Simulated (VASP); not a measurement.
Write the native input for VASP 6.6.1 that does the following.

* Task: single point
* Functional: PBE
* Potentials or basis: VASP PAW PBE potentials, release 64 (Al, O)
* Cutoff: 520 eV
* k mesh: 6 × 6 × 4
* Occupations: gaussian, width 0.1 eV
* Spin: no spin polarisation
* Dipole correction: no
* Further INCAR settings: ALGO = Normal; EDIFF = 1e-06; NBANDS = 18

The structure of Al3O2 lies in POSCAR:

```
Al3O2
1.0
    3.9950322900      0.0000000000      0.0000000000
   -1.9975161500      3.4597994500      0.0000000000
    0.0000000000      0.0000000000      6.2689452200
Al O
3 2
Direct
    0.3333333300      0.6666666700      0.1454421400
    0.0000000000      0.0000000000      0.5000000000
    0.6666666700      0.3333333300      0.8545578600
    0.6666666700      0.3333333300      0.2518665800
    0.3333333300      0.6666666700      0.7481334200
```

The cell was generated, and may not be a known phase.

One way to write it, as run:

INCAR

```
SYSTEM = Al3O2
PREC = Accurate
ENCUT = 520
EDIFF = 1E-6
ISMEAR = 0
SIGMA = 0.1
LREAL = .FALSE.
LASPH = .TRUE.
NELM = 60
ALGO = Normal
ISIF = 2
LWAVE = .FALSE.
LCHARG = .TRUE.
GGA = PE
LELF = .TRUE.
LVHAR = .TRUE.
NBANDS = 18
```

KPOINTS

```
regular mesh
0
G
  6 6 4
  0 0 0
```

Potentials or basis: VASP PAW PBE potentials, release 64 (Al, O).

The run is started by

```console
$ cat potpaw_PBE.64/Al/POTCAR potpaw_PBE.64/O/POTCAR > POTCAR
$ mpirun -np 1 vasp_std > vasp.out
```

It gave:

```
Pressure               : -11.7 GPa
Largest force          : 1.023 eV/Å
Band gap on the k mesh : zero (an odd number of electrons rules out a gap without spin polarisation)
```

Caveat: the stress differs along the axes, from -14 to -8 GPa; an odd number of electrons without spin polarisation forces a metal; a magnetic or distorted state may lie lower.

It took 53 s on 1 thread of Intel Xeon 8259CL, with other jobs on the host, peak memory 0.2 GiB.
